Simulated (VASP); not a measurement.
# Si17Mo8 (a cell with a defect) in VASP: further runs

The runs below take Si17Mo8 (a cell with a defect) through single point, with PBE.

All numbers are computed with VASP 6.6.1; they aren't measurements. Logs are shortened: lines on timing, memory, paths and dates and some standing lists are left out, and cuts for length are marked.

**1. The cell of the first run**

The cell holds a defect, 25 atoms: a = 6.434 Å, b = 6.434 Å, c = 7.873 Å, α = 90.00°, β = 90.00°, γ = 90.00°.

**2. Single point, PBE (with an interstitial atom, then relaxed in part)**

The input, INCAR:

```
SYSTEM = Si17Mo8
ALGO = Normal
EDIFF = 1E-6
ENCUT = 400
GGA = PE
GGA_COMPAT = .False.
ISIF = 2
ISMEAR = 0
LASPH = .True.
LCHARG = .True.
LELF = .True.
LREAL = .False.
LVHAR = .True.
LWAVE = .False.
NBANDS = 108
NELM = 120
PREC = Accurate
SIGMA = 0.1
```

The input, KPOINTS:

```
Automatic mesh
0
Gamma
  4 4 3
  0.5 0.5 0
```

The input, POSCAR:

```
Si17Mo8
1.0
    6.4336947404      0.0000000000      0.0000000000
    0.0000000000      6.4336947404      0.0000000000
    0.0000000000      0.0000000000      7.8730199992
Si Mo
17 8
Direct
   -0.0596356482     -0.0004609845      0.3544950838
    0.5572031120     -0.0004621942      0.3544779182
   -0.0079657453      0.4995426209      0.3377099757
    0.2487850625      0.2476047962      0.8305073342
    0.5055193390      0.4995411273      0.3377180723
    0.7487766722      0.2445912617      0.8309635794
    0.2487832892      0.7514744819      0.8305024604
    0.7487862733      0.7544757615      0.8309630226
    0.0007216120     -0.0004585022      0.6709127304
    0.4968481444     -0.0004679776      0.6709035814
    0.0037161618      0.4995321239      0.6704540439
    0.2487859820      0.3079465888      0.1469217396
    0.4938342592      0.4995343882      0.6704491494
    0.7487823649      0.2562784221      0.1637058749
    0.2487827920      0.6911300391      0.1469116740
    0.7487856519      0.7427947457      0.1637050353
    0.2487766188     -0.0004646613      0.2507184929
    0.2487842515      0.2557935208      0.5010262308
    0.7487763091      0.2640900817      0.5057065879
    0.2487696708      0.7432807994      0.5010190212
    0.5133383213      0.4995377646     -0.0042842408
    0.7487834797      0.7349878481      0.5057121901
   -0.0157747506      0.4995328125     -0.0042872117
    0.5050390732     -0.0004599952      0.0004005370
   -0.0074783210     -0.0004592794      0.0003971014
```

Potentials or basis: VASP PAW PBE potentials, release 64 (Si, Mo_sv).

Started as:

```sh
cat potpaw_PBE.64/Si/POTCAR potpaw_PBE.64/Mo_sv/POTCAR > POTCAR
mpirun -np 1 vasp_std > vasp.out
```

OUTCAR:

```text
SYSTEM = Si17Mo8
   EDIFF = 1E-6
   ENCUT = 400
   GGA = PE
   ISIF = 2
   ISMEAR = 0
   LASPH = .True.
   LREAL = .False.
   NELM = 120
   PREC = Accurate

 ion  position               nearest neighbor table
   1  0.940  1.000  0.354-  17 2.15  22 2.42  19 2.42   2 2.47   9 2.52  14 2.55  16 2.55  25 2.81
                            20 2.83  18 2.83
   2  0.557  1.000  0.354-  17 2.15  19 2.42  22 2.42   1 2.47  10 2.52  14 2.55  16 2.55  24 2.81
                            18 2.83  20 2.83
   3  0.992  0.500  0.338-  22 2.55  19 2.55  12 2.55  15 2.55  16 2.60  14 2.60  20 2.62  18 2.62
                            11 2.62  23 2.69   5 3.13
   4  0.249  0.248  0.831-  12 2.52   9 2.58  10 2.58  13 2.59  11 2.59  18 2.59  24 2.66  25 2.66
                            23 2.69  21 2.69
   5  0.506  0.500  0.338-  19 2.55  22 2.55  12 2.55  15 2.55  16 2.60  14 2.60  18 2.62  20 2.62
                            13 2.62  21 2.69   3 3.13
   6  0.749  0.245  0.831-  19 2.56  21 2.58  23 2.58   9 2.59  10 2.59  24 2.59  25 2.59  14 2.62
                            11 2.64  13 2.64
   7  0.249  0.751  0.831-  15 2.52   9 2.58  10 2.58  13 2.59  11 2.59  20 2.59  24 2.66  25 2.66
                            21 2.69  23 2.69
   8  0.749  0.754  0.831-  22 2.56  23 2.58  21 2.58   9 2.59  10 2.59  25 2.59  24 2.59  16 2.62
                            11 2.64  13 2.64
   9  0.001  1.000  0.671-   1 2.52   7 2.58   4 2.58   6 2.59   8 2.59  25 2.59  18 2.66  20 2.66
[... 19 lines left out ...]
  19  0.749  0.264  0.506-   1 2.42   2 2.42   5 2.55   3 2.55   6 2.56  13 2.58  11 2.58  10 2.69
                             9 2.69  14 2.69  22 3.03  18 3.22  18 3.22  22 3.40
  20  0.249  0.743  0.501-  17 2.57  11 2.59  13 2.59   7 2.59   3 2.62   5 2.62   9 2.66  10 2.66
                            15 2.81   1 2.83   2 2.83  18 3.14  22 3.22  22 3.22  18 3.30
  21  0.513  0.500  0.996-  15 2.42  12 2.42  16 2.55  14 2.55  13 2.56   6 2.58   8 2.58   4 2.69
                             7 2.69   5 2.69  23 3.03  24 3.22  24 3.22  23 3.40
  22  0.749  0.735  0.506-   1 2.42   2 2.42   3 2.55   5 2.55   8 2.56  11 2.58  13 2.58  10 2.69
                             9 2.69  16 2.69  19 3.03  20 3.22  20 3.22  19 3.40
  23  0.984  0.500  0.996-  15 2.42  12 2.42  14 2.55  16 2.55  11 2.56   8 2.58   6 2.58   4 2.69
                             7 2.69   3 2.69  21 3.03  25 3.22  25 3.22  21 3.40
  24  0.505  1.000  0.000-  17 2.57   6 2.59   8 2.59  10 2.59  14 2.62  16 2.62   4 2.66   7 2.66
                             2 2.81  15 2.83  12 2.83  25 3.14  21 3.22  21 3.22  25 3.30
  25  0.993  1.000  0.000-  17 2.57   6 2.59   8 2.59   9 2.59  14 2.62  16 2.62   4 2.66   7 2.66
                             1 2.81  15 2.83  12 2.83  24 3.14  23 3.22  23 3.22  24 3.30

  LATTYP: Found a simple tetragonal cell.
 ALAT       =     6.4336947404
 C/A-ratio  =     1.2237167470

  Lattice vectors:

 A1 = (   6.4336947404,   0.0000000000,   0.0000000000)
 A2 = (   0.0000000000,   6.4336947404,   0.0000000000)
 A3 = (   0.0000000000,   0.0000000000,   7.8730199992)

Analysis of symmetry for initial positions (statically):
=====================================================================
 Subroutine PRICEL returns:
[... 187 lines left out ...]
     AMIX     =   0.40;   BMIX     =  1.00
     AMIX_MAG =   1.60;   BMIX_MAG =  1.00
  volume/ion in A,a.u.               =      13.04        87.97
  Fermi-wavevector in a.u.,A,eV,Ry     =   1.343213  2.538305 24.547922  1.804221
  Thomas-Fermi vector in A             =   2.471305
   LORBIT       =      0    0 simple, 1 ext, 2 COOP (PROOUT), +10 PAW based schemes
   GGA     = PE    functional components
   LHFCALC =     F    Hartree Fock is set to
   AEXX    =    0.0000 exact exchange contribution
   IVDW    =     0    specifies the selected vdW correction
   LEPSILON=     F    determine dielectric tensor
   LRPA    =     F    only Hartree local field effects (RPA)
 non-spin polarized calculation
 Gauss-broadening in eV      SIGMA  =   0.10
  energy-cutoff  :      400.00
  volume of cell :      325.88
 maximum number of plane-waves:      5961
 NGX is ok and might be reduce to    42
   NGX = 21   NGY = 21   NGZ = 25

 number of electron     180.0000014 magnetization

 Free energy of the ion-electron system (eV)
  ---------------------------------------------------
  ext. energy  EPLUGINS =         0.00000000
  ---------------------------------------------------
  free energy    TOTEN  =      -184.92339756 eV

  energy without entropy =     -184.87814322  energy(sigma->0) =     -184.90077039

 E-fermi :  13.0993     XC(G=0): -12.5078

 val. band max:       13.0385537998   @ k =   0.1250  -0.3750   0.3333
 cond. band min:      13.1256528847   @ k =   0.1250  -0.1250   0.3333
 fundamental gap:      0.0870990849
 Fermi energy:        13.0993127188

 k-point     1 :       0.1250    0.1250    0.0000
  band No.  band energies     occupation
      1     -48.1324      2.00000
      2     -48.1319      2.00000
      3     -48.1159      2.00000
      4     -48.1155      2.00000
      5     -47.9542      2.00000
      6     -47.9538      2.00000
[... 2509 lines left out ...]
    101      14.6595      0.00000
    102      14.7193      0.00000
 [bands above 102 left out]

------------------------ aborting loop because EDIFF is reached ----------------------------------------

  FORCE on cell =-STRESS in cart. coord.  units (eV):
  Direction    XX          YY          ZZ          XY          YZ          ZX
  --------------------------------------------------------------------------------------
  -------------------------------------------------------------------------------------
  Total       30.5239139     30.5193622     22.7810517      0.0005539      0.0008838     -0.0016262
  in kB      150.0681560    150.0457776    112.0010502      0.0027230      0.0043449     -0.0079952
  external PRESSURE =     137.3716613 kB  Pullay stress =       0.0000000 kB

 VOLUME and BASIS-vectors are now :
 -----------------------------------------------------------------------------
  energy-cutoff  :      400.00
  volume of cell :      325.88
      direct lattice vectors                 reciprocal lattice vectors
     6.433694740  0.000000000  0.000000000     0.155431683  0.000000000  0.000000000
     0.000000000  6.433694740  0.000000000     0.000000000  0.155431683  0.000000000
     0.000000000  0.000000000  7.873019999     0.000000000  0.000000000  0.127016062

 POSITION                                       TOTAL-FORCE (eV/Angst)
 -----------------------------------------------------------------------------------
      6.05002      6.43073      2.79095         0.023828     -0.000177     -0.014903
      3.58487      6.43072      2.79081        -0.024061     -0.000353     -0.014574
      6.38245      3.21390      2.65880         0.009118     -0.000314     -0.018292
      1.60061      1.59301      6.53860        -0.000123      0.007909      0.005768
      3.25236      3.21390      2.65886        -0.008678      0.000139     -0.018805
      4.81740      1.57363      6.54219         0.000111     -0.012890     -0.019450
[... 17 lines left out ...]
      3.24927      6.43074      0.00315        -0.004351     -0.000251     -0.002743
      6.38558      6.43074      0.00313         0.004631     -0.000389     -0.002371
 -----------------------------------------------------------------------------------
    total drift:                                0.000377      0.000044      0.000068

  FREE ENERGIE OF THE ION-ELECTRON SYSTEM (eV)
  ---------------------------------------------------
  free  energy   TOTEN  =      -184.9233975559 eV

  energy  without entropy=     -184.8781432250  energy(sigma->0) =     -184.90077039
```

Wall time 7.6 min (1 thread of Intel Xeon 6975P-C (Granite Rapids), shared host); peak memory 0.54 GiB.

What came out:

```yaml
Free_energy: -184.9234 eV
Pressure: 13.7 GPa
Largest_force: 0.028 eV/Å
Band_gap_on_the_k_mesh: zero (bands 90 and 91 overlap by 0.36 eV)
```

Forces in eV/Å, atoms in the order of the input:
```
Si   0.024  0.000 -0.015
Si  -0.024  0.000 -0.015
Si   0.009  0.000 -0.018
Si   0.000  0.008  0.006
Si  -0.009  0.000 -0.019
Si   0.000 -0.013 -0.019
Si   0.000 -0.008  0.006
Si   0.000  0.013 -0.019
Si  -0.009  0.000 -0.005
Si   0.008  0.000 -0.005
Si   0.013  0.000  0.020
Si   0.000 -0.024  0.015
Si  -0.013  0.000  0.020
Si   0.000 -0.009  0.018
Si   0.000  0.024  0.015
Si   0.000  0.009  0.018
Si   0.000  0.000 -0.001
Mo   0.000 -0.004  0.002
Mo   0.000  0.003  0.019
Mo   0.001  0.004  0.003
Mo   0.003  0.000 -0.020
Mo  -0.001 -0.003  0.018
Mo  -0.003  0.000 -0.019
Mo  -0.004  0.000 -0.003
Mo   0.005  0.000 -0.002
```

Caveat: the cell differs from its parent crystal (with an interstitial atom, then relaxed in part).

**3. Single point, PBE**

The input, INCAR:

```
SYSTEM = Si17Mo8
PREC = Accurate
ENCUT = 400
EDIFF = 1E-6
ISMEAR = 0
SIGMA = 0.1
LREAL = .False.
LASPH = .True.
NELM = 120
ALGO = Normal
ISIF = 2
LWAVE = .False.
LCHARG = .True.
GGA = PE
LELF = .True.
LVHAR = .True.
NBANDS = 108
GGA_COMPAT = .False.
```

KPOINTS is that of step 2.

The input, POSCAR:

```
Si17Mo8
1.0
    6.4336947404      0.0000000000      0.0000000000
    0.0000000000      6.4336947404      0.0000000000
    0.0000000000      0.0000000000      7.8730199992
Si Mo
17 8
Direct
   -0.0584189980      0.0000006217      0.3537853327
    0.5584197176     -0.0000006217      0.3537681856
   -0.0067491545      0.5000041391      0.3370001601
    0.2500016033      0.2480663234      0.8297975873
    0.5067358853      0.5000027402      0.3370082891
    0.7499933078      0.2450528139      0.8302538290
    0.2499998935      0.7519360484      0.8297926337
    0.7500029446      0.7549372788      0.8302531939
    0.0019382331      0.0000031086      0.6702029209
    0.4980648180     -0.0000063727      0.6701937758
    0.0049327799      0.4999937252      0.6697442659
    0.2500025359      0.3084081667      0.1462120000
    0.4950508422      0.4999959012      0.6697393123
    0.7499989034      0.2567400330      0.1629961565
    0.2499994272      0.6915915628      0.1462018387
    0.7500023229      0.7432562770      0.1629952674
    0.2499932100     -0.0000031086      0.2500087641
    0.2500008261      0.2562550862      0.5003163971
    0.7499929970      0.2645517185      0.5049968119
    0.2499862155      0.7437423119      0.5003092842
    0.5145548761      0.4999993207     -0.0049940175
    0.7500001468      0.7354494099      0.5050024007
   -0.0145581977      0.4999943469     -0.0049969389
    0.5062557568      0.0000015543     -0.0003092841
   -0.0062617208      0.0000023315     -0.0003127135
```

Potentials or basis: VASP PAW PBE potentials, release 64 (Si, Mo_sv).

Started as:

```sh
cat potpaw_PBE.64/Si/POTCAR potpaw_PBE.64/Mo_sv/POTCAR > POTCAR
mpirun -np 1 vasp_std > vasp.out
```

Wall time 6.3 min (1 thread of Intel Xeon 6975P-C (Granite Rapids), shared host); peak memory 0.53 GiB.

It converged, with:

```yaml
Free_energy: -184.9234 eV
Pressure: 13.7 GPa
Largest_force: 0.028 eV/Å
Band_gap_on_the_k_mesh: zero (bands 90 and 91 overlap by 0.36 eV)
```

Forces in eV/Å, atoms in the order of the input:
```
Si   0.024  0.000 -0.015
Si  -0.024  0.000 -0.014
Si   0.009  0.000 -0.018
Si   0.000  0.008  0.006
Si  -0.009  0.000 -0.019
Si   0.000 -0.013 -0.020
Si   0.000 -0.008  0.006
Si   0.000  0.013 -0.019
Si  -0.008  0.000 -0.006
Si   0.008  0.000 -0.005
Si   0.013  0.000  0.020
Si   0.000 -0.024  0.015
Si  -0.013  0.000  0.020
Si   0.000 -0.009  0.018
Si   0.000  0.024  0.015
Si   0.000  0.009  0.018
Si   0.000  0.000  0.000
Mo   0.000 -0.004  0.002
Mo   0.000  0.003  0.019
Mo   0.001  0.004  0.003
Mo   0.003  0.000 -0.020
Mo  -0.001 -0.003  0.018
Mo  -0.003  0.000 -0.019
Mo  -0.004  0.000 -0.003
Mo   0.005  0.000 -0.002
```

Stress tensor (GPa, compression positive):
```
15.01  0.00  0.00
 0.00 15.00  0.00
 0.00  0.00 11.20
```

Levels at points of the mesh, in eV from the Fermi level:
| k point | band 87 | band 88 | band 89 | band 90 | band 91 | band 92 | band 93 | band 94 |
| --- | --- | --- | --- | --- | --- | --- | --- | --- |
| (0.12, 0.12, 0.00) | -1.17 | -1.17 | -0.66 | 0.13 | 0.54 | 0.82 | 0.84 | 1.13 |
